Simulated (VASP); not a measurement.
**C (a cell with a defect): single point with PBE**

The system is C (a cell with a defect).

```xyz
15
Lattice="3.5715 0.0000 -3.5715 0.0000 3.5715 -3.5715 3.5715 3.5715 0.0000" Properties=species:S:1:pos:R:3 pbc="T T T"
C     1.7858    1.7858   -1.7858
C     3.5715    5.3573   -3.5715
C     1.7858    3.5715   -3.5715
C     5.3573    3.5715   -3.5715
C     3.5715    1.7858   -3.5715
C     5.3573    5.3573   -5.3573
C     3.5715    3.5715   -5.3573
C     0.8929    0.8929   -0.8929
C     2.6787    2.6787   -0.8929
C     0.8929    2.6787   -2.6787
C     2.6385    4.5046   -2.9332
C     2.6787    0.8929   -2.6787
C     4.4644    2.6787   -2.6787
C     2.6787    2.6787   -4.4644
C     4.4644    4.4644   -4.4644
```

This cell differs from its parent crystal: atoms taken out, atom 11 moved -0.125 of the way to it and -0.175 Å across, host rigid.

* Program: VASP 6.6.1
* Task: single point
* Functional: PBE
* Potentials or basis: VASP PAW PBE potentials, release 64 (C)
* Cutoff: 520 eV
* k mesh: 6 × 6 × 6
* Occupations: gaussian, width 0.05 eV
* Spin: no spin polarisation

```json
{
  "Pressure": "-1.0 GPa",
  "Largest force": "6.295 eV/Å",
  "Band gap on the k mesh": "zero (bands 30 and 31 overlap by 1.75 eV)"
}
```

Forces on the atoms (eV/Å):
```
C    0.069 -0.069 -0.653
C    1.858  0.840 -2.159
C   -0.840 -1.858 -2.159
C   -0.033  0.590  0.088
C   -0.590  0.033  0.088
C    0.034 -0.034 -0.838
C   -0.030  0.030  0.044
C    1.083  1.400  1.262
C   -1.400 -1.083  1.262
C   -0.073  0.073  0.649
C   -2.329  2.329  5.365
C    0.012 -0.012 -0.027
C    1.403 -1.403 -1.441
C    0.098 -0.736 -0.742
C    0.736 -0.098 -0.742
```

Stress tensor (GPa, compression positive):
```
-2.46  1.21  3.15
 1.21 -2.46 -3.15
 3.15 -3.15  1.99
```

Levels at points of the mesh, in eV from the Fermi level:
| k point | band 26 | band 27 | band 28 | band 29 | band 30 | band 31 | band 32 | band 33 | band 34 | band 35 |
| --- | --- | --- | --- | --- | --- | --- | --- | --- | --- | --- |
| (0.00, 0.00, 0.00) | -3.59 | -2.42 | -2.38 | -2.23 | 1.49 | 1.53 | 1.67 | 3.24 | 3.86 | 3.87 |
| (0.50, 0.00, 0.00) | -4.72 | -4.28 | -2.88 | -2.85 | -2.09 | 0.82 | 1.07 | 4.83 | 4.95 | 5.07 |
| (0.00, 0.50, 0.00) | -4.50 | -4.50 | -3.58 | -2.65 | -1.87 | 1.04 | 1.14 | 4.06 | 4.95 | 5.01 |
| (0.00, 0.00, 0.50) | -4.55 | -4.29 | -3.05 | -2.99 | -2.28 | 0.87 | 1.21 | 4.73 | 4.87 | 5.04 |
| (0.50, 0.50, 0.00) | -4.74 | -4.51 | -4.21 | -2.98 | -2.51 | 0.36 | 0.53 | 3.46 | 4.04 | 6.52 |
| (0.00, 0.50, 0.50) | -4.81 | -4.40 | -3.90 | -3.00 | -2.29 | 0.11 | 0.64 | 3.51 | 4.17 | 6.40 |

It took 8.8 min on 1 thread of Intel(R) Xeon(R) Platinum 8259CL CPU @ 2.50GHz (Skylake/Cascade Lake), on a shared host, peak memory 0.32 GiB.

Caveat: the cell differs from its parent crystal (atoms taken out, atom 11 moved -0.125 of the way to it and -0.175 Å across, host rigid).
